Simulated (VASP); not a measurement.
Wanted: the native input for a VASP 6.6.1 run.

| Quantity | Value |
| --- | --- |
| Task | single point |
| Functional | LDA |
| Potentials or basis | VASP PAW LDA potentials, release 64 (Au_sv_GW) |
| Cutoff | 500 eV |
| k mesh | 22 × 22 × 22 |
| Occupations | gaussian, width 0.15 eV |
| Spin | no spin polarisation |
| Dipole correction | no |
| Second run | valence_matched |
| Further INCAR settings | ALGO = Normal; EDIFF = 1e-06; NBANDS = 16 |

The structure of Au lies in POSCAR:

```
Au
1.0
   -2.4360327815      1.7400234154      1.7400234154
    1.7400234154     -2.4360327815      1.7400234154
    1.7400234154      1.7400234154     -2.4360327815
Au
1
Direct
    0.0000000000      0.0000000000      0.0000000000
```

This cell differs from its parent crystal: ratio of the length along [111] to the lengths across it x 0.5, volume and fractional coordinates fixed.

One way to write it, as run:

INCAR

```
SYSTEM = Au
ALGO     = Normal         ! electronic algorithm
EDIFF    = 1E-6           ! SCF threshold, eV
ENCUT    = 500            ! plane-wave cutoff, eV
GGA      = CA             ! functional
GGA_COMPAT= .False.      
ISIF     = 2              ! what is computed and relaxed
ISMEAR   = 0              ! smearing method
LASPH    = .True.         ! aspherical terms in the spheres
LCHARG   = .True.         ! write CHGCAR
LELF     = .True.         ! ELF
LREAL    = .False.        ! projectors in reciprocal space
LVHAR    = .True.       
LWAVE    = .False.        ! write WAVECAR
NBANDS   = 16             ! bands
NELM     = 120            ! most SCF steps
PREC     = Accurate       ! precision mode
SIGMA    = 0.15           ! smearing width, eV
```

KPOINTS

```
k-points
0
Gamma
  22 22 22
  0 0 0
```

Potentials or basis: VASP PAW LDA potentials, release 64 (Au_sv_GW).

The run is started by

```sh
$ cat potpaw_LDA.64/Au_sv_GW/POTCAR > POTCAR
$ mpirun -np 1 vasp_std > vasp.out
```

It gave:

```json
{
 "Pressure": "272.6 GPa"
}
```

Run time: 6.2 min on 1 thread of Intel(R) Xeon(R) Platinum 8259CL CPU @ 2.50GHz (Skylake/Cascade Lake), on a shared host, peak memory 0.4 GiB.
